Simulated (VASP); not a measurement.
# ZnO (P6_3mc) in VASP: single point with HSE06

Aim: the single point of ZnO with HSE06.

Everything below comes from runs of VASP 6.6.1. Logs are shortened: lines on timing, memory, paths and dates and some standing lists are left out, and cuts for length are marked.

## Step 1: The cell of the first run

It takes space group P6_3mc (No. 186, hexagonal). Conventional cell: a = 3.235 Å, b = 3.235 Å, c = 5.211 Å, α = 90.00°, β = 90.00°, γ = 120.00°. Zn (site symmetry 3m) has 4 O at 1.97 to 1.98 Å within 2.6 Å. O (site symmetry 3m) has 4 Zn at 1.97 to 1.98 Å within 2.6 Å.

## Step 2: Single point, HSE06

POSCAR reads:

```
ZnO
1.0
    3.2353408598      0.0000000000      0.0000000000
   -1.6176704299      2.8018873745      0.0000000000
    0.0000000000      0.0000000000      5.2109518167
Zn O
2 2
Direct
    0.3333333333      0.6666666667     -0.0023477537
    0.6666666667      0.3333333333      0.4976522463
    0.3333333333      0.6666666667      0.3773477537
    0.6666666667      0.3333333333      0.8773477537
```

INCAR.step1 reads:

```
SYSTEM = ZnO
PREC = Accurate ; ENCUT = 520
EDIFF = 1E-5 ; ISMEAR = 0
SIGMA = 0.01 ; LREAL = .False.
LASPH = .True. ; NELM = 60
ALGO = Normal ; ISIF = 2
LWAVE = .True. ; GGA = PE
NBANDS = 26
```

INCAR.step2 reads:

```
SYSTEM = ZnO
PREC = Accurate ; ENCUT = 520
EDIFF = 1E-6 ; ISMEAR = 0
SIGMA = 0.01 ; LREAL = .False.
LASPH = .True. ; NELM = 60
ALGO = Normal ; ISIF = 2
LWAVE = .False. ; LCHARG = .True.
GGA = PE ; LHFCALC = .True.
HFSCREEN = 0.2079 ; PRECFOCK = Normal
LELF = .True. ; LVHAR = .True.
ISTART = 1 ; NBANDS = 26
```

KPOINTS reads:

```
regular mesh
0
Gamma
  6 6 2
  0 0 0
```

Potentials or basis: VASP PAW PBE potentials, release 64 (Zn, O).

The run is started by

```bash
cat potpaw_PBE.64/Zn/POTCAR potpaw_PBE.64/O/POTCAR > POTCAR
cp INCAR.step1 INCAR
mpirun -np 1 vasp_std > vasp.out
cp INCAR.step2 INCAR
mpirun -np 1 vasp_std > vasp.out
```

OUTCAR:

```text
SYSTEM = ZnO
   PREC = Accurate
   ENCUT = 520
   EDIFF = 1E-6
   ISMEAR = 0
   LREAL = .False.
   LASPH = .True.
   NELM = 60
   ISIF = 2
   GGA = PE
   LHFCALC = .True.
   HFSCREEN = 0.2079
   PRECFOCK = Normal
   ISTART = 1

 ion  position               nearest neighbor table
   1  0.333  0.667  0.998-   4 1.97   4 1.97   4 1.97   3 1.98
   2  0.667  0.333  0.498-   3 1.97   3 1.97   3 1.97   4 1.98
   3  0.333  0.667  0.377-   2 1.97   2 1.97   2 1.97   1 1.98
   4  0.667  0.333  0.877-   1 1.97   1 1.97   1 1.97   2 1.98

  LATTYP: Found a hexagonal cell.
 ALAT       =     3.2353408598
 C/A-ratio  =     1.6106345645

  Lattice vectors:

 A1 = (   3.2353408598,   0.0000000000,   0.0000000000)
 A2 = (  -1.6176704299,   2.8018873745,   0.0000000000)
 A3 = (   0.0000000000,   0.0000000000,   5.2109518167)

Analysis of symmetry for initial positions (statically):
=====================================================================
 Subroutine PRICEL returns:
 Original cell was already a primitive cell.

 Routine SETGRP: Setting up the symmetry group for a
 hexagonal supercell.

 Subroutine GETGRP returns: Found 12 space group operations
 (whereof  6 operations were pure point group operations)
 out of a pool of 24 trial point group operations.

The static configuration has the point symmetry C_3v.
 The point group associated with its full space group is C_6v.

Analysis of symmetry for dynamics (positions and initial velocities):
=====================================================================
 Subroutine PRICEL returns:
 Original cell was already a primitive cell.

 Routine SETGRP: Setting up the symmetry group for a
 hexagonal supercell.

 Subroutine GETGRP returns: Found 12 space group operations
 (whereof  6 operations were pure point group operations)
 out of a pool of 24 trial point group operations.

The dynamic configuration has the point symmetry C_3v.
 The point group associated with its full space group is C_6v.

 Subroutine INISYM returns: Found 12 space group operations
 (whereof  6 operations are pure point group operations),
 and found     1 'primitive' translations

----------------------------------------------------------------------------------------

                                     Primitive cell

  volume of cell :      47.2376

  direct lattice vectors                    reciprocal lattice vectors
     3.235340860  0.000000000  0.000000000     0.309086444  0.178451141  0.000000000
    -1.617670430  2.801887375  0.000000000     0.000000000  0.356902283  0.000000000
     0.000000000  0.000000000  5.210951817     0.000000000  0.000000000  0.191903521

  length of vectors
     3.235340860  3.235340860  5.210951817     0.356902283  0.356902283  0.191903521

  position of ions in fractional coordinates (direct lattice)
     0.333333333  0.666666667  0.997652246
     0.666666667  0.333333333  0.497652246
     0.333333333  0.666666667  0.377347754
     0.666666667  0.333333333  0.877347754

  ion indices of the primitive-cell ions
   primitive index   ion index
                 1           1
                 2           2
                 3           3
                 4           4

----------------------------------------------------------------------------------------

 KPOINTS: regular mesh

Automatic generation of k-mesh.
 Grid dimensions read from file:
 generate k-points for:    6    6    2

 Generating k-lattice:

  Cartesian coordinates                     Fractional coordinates (reciprocal lattice)
     0.051514407  0.029741857  0.000000000     0.166666667  0.000000000  0.000000000
     0.000000000  0.059483714  0.000000000     0.000000000  0.166666667  0.000000000
     0.000000000  0.000000000  0.095951760     0.000000000  0.000000000  0.500000000

  Length of vectors
     0.059483714  0.059483714  0.095951760

  Shift w.r.t. Gamma in fractional coordinates (k-lattice)
     0.000000000  0.000000000  0.000000000

 Subroutine IBZKPT returns following result:
 ===========================================

 Found     14 irreducible k-points:

 Following reciprocal coordinates:
            Coordinates               Weight
  0.000000  0.000000  0.000000      1.000000
  0.166667  0.000000  0.000000      6.000000
  0.333333  0.000000  0.000000      6.000000
  0.500000  0.000000  0.000000      3.000000
  0.166667  0.166667  0.000000      6.000000
  0.333333  0.166667  0.000000     12.000000
  0.333333  0.333333  0.000000      2.000000
  0.000000  0.000000  0.500000      1.000000
  0.166667  0.000000  0.500000      6.000000
  0.333333  0.000000  0.500000      6.000000
  0.500000  0.000000  0.500000      3.000000
  0.166667  0.166667  0.500000      6.000000
  0.333333  0.166667  0.500000     12.000000
  0.333333  0.333333  0.500000      2.000000
   k-points           NKPTS =     14   k-points in BZ     NKDIM =     72   number of bands    NBANDS=     26
   number of dos      NEDOS =    301   number of ions     NIONS =      4
   total plane-waves  NPLWV =  23040
   dimension x,y,z NGX =    24 NGY =   24 NGZ =   40
   dimension x,y,z NGXF=    48 NGYF=   48 NGZF=   80
   ions per type =               2   2
   NGX,Y,Z   is equivalent  to a cutoff of  12.33, 12.33, 12.76 a.u.
   NGXF,Y,Z  is equivalent  to a cutoff of  24.66, 24.66, 25.52 a.u.
 SYSTEM =  ZnO
   PREC   = accura    normal or accurate (medium, high low for compatibility)
   ISTART =      1    job   : 0-new  1-cont  2-samecut
   ICHARG =      0    charge: 1-file 2-atom 10-const
   ISPIN  =      1    spin polarized calculation?
   LNONCOLLINEAR =      F non collinear calculations
   LSORBIT =      F    spin-orbit coupling
   LASPH  =      T    aspherical Exc in radial PAW
   ENCUT  =  520.0 eV  38.22 Ry    6.18 a.u.   6.02  6.02  9.69*2*pi/ulx,y,z
   NELM   =     60;   NELMIN=  2; NELMDL=  0     # of ELM steps
   EDIFF  = 0.1E-05   stopping-criterion for ELM
   LREAL  =      F    real-space projection
   EDIFFG = 0.1E-04   stopping-criterion for IOM
   NSW    =      0    number of steps for IOM
   IBRION =     -1    ionic relax: 0-MD 1-quasi-New 2-CG
   NFREE  =      0    steps in history (QN), initial steepest desc. (CG)
   ISIF   =      2    stress and relaxation
   ISYM   =      3    0-nonsym 1-usesym 2-fastsym
   POTIM  = 0.5000    time-step for ionic-motion
   TEBEG  =    0.0;   TEEND  =   0.0 temperature during run
   PSTRESS=    0.0 pullay stress
   NELECT =      36.0000    total number of electrons
   NUPDOWN=      -1.0000    fix difference up-down
   EMIN   =  10.00;   EMAX   =-10.00  energy-range for DOS
   EFERMI =   0.00;   METHOD = LEGACY
   ISMEAR =     0;   SIGMA  =   0.01  broadening in eV -4-tet -1-fermi 0-gaus
   EFERMI_NEDOS =   21; number of points for ismear=-14 and -15
   IALGO  =     38    algorithm
   IMIX   =      1    mixing-type and parameters
     AMIX     =   0.40;   BMIX     =  1.00
     AMIX_MAG =   1.60;   BMIX_MAG =  1.00
  volume/ion in A,a.u.               =      11.81        79.69
  Fermi-wavevector in a.u.,A,eV,Ry     =   1.495362  2.825825 30.424099  2.236108
  Thomas-Fermi vector in A             =   2.607517
   LORBIT       =      0    0 simple, 1 ext, 2 COOP (PROOUT), +10 PAW based schemes
   GGA     = PE    functional components
   LHFCALC =     T    Hartree Fock is set to
   PRECFOCK=normal    Normal, Fast or Accurate (Low or Medium for compatibility)
   ENCUT4O =  -1.0   cutoff for four orbital integrals eV
   NKREDX  =     1    reduce k-point grid by
   NKREDY  =     1    reduce k-point grid by
   NKREDZ  =     1    reduce k-point grid by
   AEXX    =    0.2500 exact exchange contribution
   HFSCREEN=    0.2079 screening length (either q_TF or 0.3 A-1)
   HFSCREENC=   0.2079 screening length for correlation (either q_TF or 0.3 A-1)
   ENCUTFOCK=  -1.0 apply spherical cutoff to Coloumb kernel
   IVDW    =     0    specifies the selected vdW correction
   LEPSILON=     F    determine dielectric tensor
   LRPA    =     F    only Hartree local field effects (RPA)
 non-spin polarized calculation
 Gauss-broadening in eV      SIGMA  =   0.01
  energy-cutoff  :      520.00
  volume of cell :       47.24
 maximum number of plane-waves:      1296
  NGX = 20; NGY = 20; NGZ = 30

 number of electron      36.0000032 magnetization

 Free energy of the ion-electron system (eV)
  ---------------------------------------------------
  ext. energy  EPLUGINS =         0.00000000
  ---------------------------------------------------
  free energy    TOTEN  =       -22.70881543 eV

  energy without entropy =      -22.70881543  energy(sigma->0) =      -22.70881543

 E-fermi :   0.0693     XC(G=0):  -8.9508

 val. band max:        0.0146518376   @ k =   0.0000   0.0000   0.0000
 cond. band min:       2.5040897980   @ k =   0.0000   0.0000   0.0000
 fundamental gap:      2.4894379604
 Fermi energy:         0.0693323629

 k-point     1 :       0.0000    0.0000    0.0000
  band No.  band energies     occupation
      1     -19.5416      2.00000
      2     -18.7843      2.00000
      3      -6.6589      2.00000
      4      -6.6589      2.00000
      5      -6.6180      2.00000
      6      -6.4617      2.00000
[... 18 lines left out ...]
     25      16.4916      0.00000
     26      16.4916      0.00000

 k-point     2 :       0.1667    0.0000    0.0000
  band No.  band energies     occupation
      1     -19.3874      2.00000
      2     -18.7186      2.00000
      3      -6.7363      2.00000
      4      -6.5742      2.00000
      5      -6.5402      2.00000
      6      -6.4294      2.00000
[... 18 lines left out ...]
     25      16.2883      0.00000
     26      16.7146      0.00000

 k-point     3 :       0.3333    0.0000    0.0000
  band No.  band energies     occupation
      1     -19.0413      2.00000
      2     -18.6088      2.00000
      3      -6.7854      2.00000
      4      -6.4772      2.00000
      5      -6.4410      2.00000
      6      -6.1690      2.00000
[... 18 lines left out ...]
     25      15.6404      0.00000
     26      16.5034      0.00000

 k-point     4 :       0.5000    0.0000    0.0000
  band No.  band energies     occupation
      1     -18.8226      2.00000
      2     -18.5911      2.00000
      3      -6.7466      2.00000
      4      -6.3997      2.00000
      5      -6.3398      2.00000
      6      -5.9873      2.00000
[... 18 lines left out ...]
     25      15.3508      0.00000
     26      16.7498      0.00000

 k-point     5 :       0.1667    0.1667    0.0000
  band No.  band energies     occupation
      1     -19.1355      2.00000
      2     -18.6314      2.00000
      3      -6.6914      2.00000
      4      -6.5878      2.00000
      5      -6.4186      2.00000
      6      -6.3258      2.00000
[... 18 lines left out ...]
     25      14.7851      0.00000
     26      17.4155      0.00000

 k-point     6 :       0.3333    0.1667    0.0000
  band No.  band energies     occupation
      1     -18.8308      2.00000
      2     -18.5868      2.00000
      3      -6.6714      2.00000
      4      -6.4165      2.00000
      5      -6.2150      2.00000
      6      -6.0772      2.00000
[... 137 lines left out ...]
 k-point    11 :       0.5000    0.0000    0.5000
  band No.  band energies     occupation
      1     -18.6972      2.00000
      2     -18.6972      2.00000
      3      -6.7990      2.00000
      4      -6.7990      2.00000
      5      -6.1590      2.00000
      6      -6.1590      2.00000
[... 18 lines left out ...]
     25      16.0297      0.00000
     26      16.0297      0.00000

 k-point    12 :       0.1667    0.1667    0.5000
  band No.  band energies     occupation
      1     -18.8809      2.00000
      2     -18.8809      2.00000
      3      -6.7577      2.00000
      4      -6.7577      2.00000
      5      -6.4013      2.00000
      6      -6.4013      2.00000
[... 18 lines left out ...]
     25      15.6866      0.00000
     26      15.6866      0.00000

 k-point    13 :       0.3333    0.1667    0.5000
  band No.  band energies     occupation
      1     -18.6994      2.00000
      2     -18.6994      2.00000
      3      -6.6803      2.00000
      4      -6.6803      2.00000
      5      -6.2326      2.00000
      6      -6.2326      2.00000
[... 18 lines left out ...]
     25      16.4081      0.00000
     26      16.4081      0.00000

 k-point    14 :       0.3333    0.3333    0.5000
  band No.  band energies     occupation
      1     -18.6399      2.00000
      2     -18.6399      2.00000
      3      -6.4822      2.00000
      4      -6.4822      2.00000
      5      -6.3487      2.00000
      6      -6.3487      2.00000
[... 18 lines left out ...]
     25      17.7002      0.00000
     26      17.7002      0.00000

------------------------ aborting loop because EDIFF is reached ----------------------------------------

  FORCE on cell =-STRESS in cart. coord.  units (eV):
  Direction    XX          YY          ZZ          XY          YZ          ZX
  --------------------------------------------------------------------------------------
  -------------------------------------------------------------------------------------
  Total        0.8773293      0.8773293      0.7580108      0.0000000      0.0000000      0.0000000
  in kB       29.7567474     29.7567474     25.7097701      0.0000000      0.0000000      0.0000000
  external PRESSURE =      28.4077550 kB  Pullay stress =       0.0000000 kB

 VOLUME and BASIS-vectors are now :
 -----------------------------------------------------------------------------
  energy-cutoff  :      520.00
  volume of cell :       47.24
      direct lattice vectors                 reciprocal lattice vectors
     3.235340860  0.000000000  0.000000000     0.309086444  0.178451141  0.000000000
    -1.617670430  2.801887375  0.000000000     0.000000000  0.356902283  0.000000000
     0.000000000  0.000000000  5.210951817     0.000000000  0.000000000  0.191903521

 POSITION                                       TOTAL-FORCE (eV/Angst)
 -----------------------------------------------------------------------------------
     -0.00000      1.86792      5.19872        -0.000000      0.000000     -0.007321
      1.61767      0.93396      2.59324        -0.000000     -0.000000     -0.007321
     -0.00000      1.86792      1.96634         0.000000     -0.000000      0.007321
      1.61767      0.93396      4.57182        -0.000000      0.000000      0.007321
 -----------------------------------------------------------------------------------
    total drift:                                0.000001      0.000002     -0.003197

  FREE ENERGIE OF THE ION-ELECTRON SYSTEM (eV)
  ---------------------------------------------------
  free  energy   TOTEN  =       -22.7088154318 eV

  energy  without entropy=      -22.7088154318  energy(sigma->0) =      -22.70881543
```

It took 47 min on 1 thread of AMD EPYC 7R43 (Zen 3), shared host; peak memory 0.24 GiB.

Results:

| Quantity | Value |
| --- | --- |
| Free energy | -22.7088 eV |
| Pressure | 2.8 GPa |
| Largest force | 0.007 eV/Å |
| Band gap on the k mesh | 2.49 eV |

Forces in eV/Å, atoms in the order of the input:
```
Zn   0.000  0.000 -0.007
Zn   0.000  0.000 -0.007
O    0.000  0.000  0.007
O    0.000  0.000  0.007
```

Levels at points of the mesh, in eV from the valence-band top:
```tsv
k point	band 15	band 16	band 17	band 18	band 19	band 20	band 21	band 22
(0.00, 0.00, 0.00)	-0.86	-0.09	0.00	0.00	2.49	7.23	10.31	15.06
(0.50, 0.00, 0.00)	-3.09	-2.42	-1.42	-0.90	7.81	8.68	9.39	10.85
(0.00, 0.00, 0.50)	-0.43	-0.43	-0.43	-0.43	5.25	5.25	12.20	12.20
(0.50, 0.00, 0.50)	-1.63	-1.63	-1.48	-1.48	7.53	7.53	10.73	10.73
```

Caveat: the k points lie up to 0.60 Å⁻¹ apart; the PAW data sets were made with another functional, which shifts forces and pressure a little.
